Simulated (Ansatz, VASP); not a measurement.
# Two plane-wave programs on InSb3

```
In Sb
1.0
     0.00000    3.79011    3.79011
     3.79011    0.00000    3.79011
     3.79011    3.79011    0.00000
In Sb
1 3
Direct
  0.00000 0.00000 0.00000
  0.25000 0.25000 0.25000
  0.75000 0.75000 0.75000
  0.50000 0.50000 0.50000
```

Alike in both runs: functional PBE; k mesh 10 × 10 × 10; occupations gaussian, width 0.1 eV; no spin polarisation.

Ansatz relaxed the structure, and its values are those at the end. VASP's run is a single point on that final structure, the one shown.

|  | VASP | Ansatz |
| --- | --- | --- |
| version | VASP 6.6.1 | Ansatz 0.2.0 |
| potentials or method | VASP PAW PBE potentials, release 64 (In_d, Sb), cutoff 520 eV | scalar-relativistic, plane waves, PAW |
| valence electrons in the cell | 28 | 58 |

|  | VASP | Ansatz | Ansatz less VASP |
| --- | --- | --- | --- |
| gap on the k mesh at the Fermi level (eV) | none | none | - |
| pressure (GPa) | 0.0 | 0.0 | +0.09 |

A gap of «none» marks a metal or a gap that the smearing closes. VASP's potentials hold 28 valence electrons a cell and Ansatz's 58, so a difference there can come from the potentials and not from the codes.

Neither program's run includes spin-orbit coupling.
